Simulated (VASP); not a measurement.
Runs of VASP 6.6.1 on RbBr. The structure is that of space group P4mm (No. 99), or close to it. The cells are those of the table. 

| cell | gap on the mesh (eV) | pressure (GPa) | largest force (eV/Å) |
| --- | --- | --- | --- |
| a = 4.016, b = 4.016, c = 4.070 Å, 2 atoms | (a) | (b) | 0.87 |
| a = 3.961, b = 3.961, c = 4.070 Å, 2 atoms | 4.20 | 1.9 | 0.39 |
| a = 3.907, b = 3.907, c = 4.070 Å, 2 atoms | 4.25 | 2.0 | 0.22 |
| a = 4.233, b = 4.233, c = 4.070 Å, 2 atoms | 3.74 | -0.5 | 0.18 |

Alike in all rows: task single point; level PBEsol; potentials or basis VASP PAW PBE potentials, release 64 (Rb_sv, Br); no spin polarisation; k mesh 6 × 6 × 6; cutoff (eV) 520; smearing gaussian 0.05 eV.

Task: Fill in the values left out.

Result: (a) 4.09; (b) 4.6.

Caveats: the PAW data sets were made with another functional, which shifts forces and pressure a little.

A k mesh can miss the band edges, and the runs leave out spin-orbit coupling on Br, Rb.
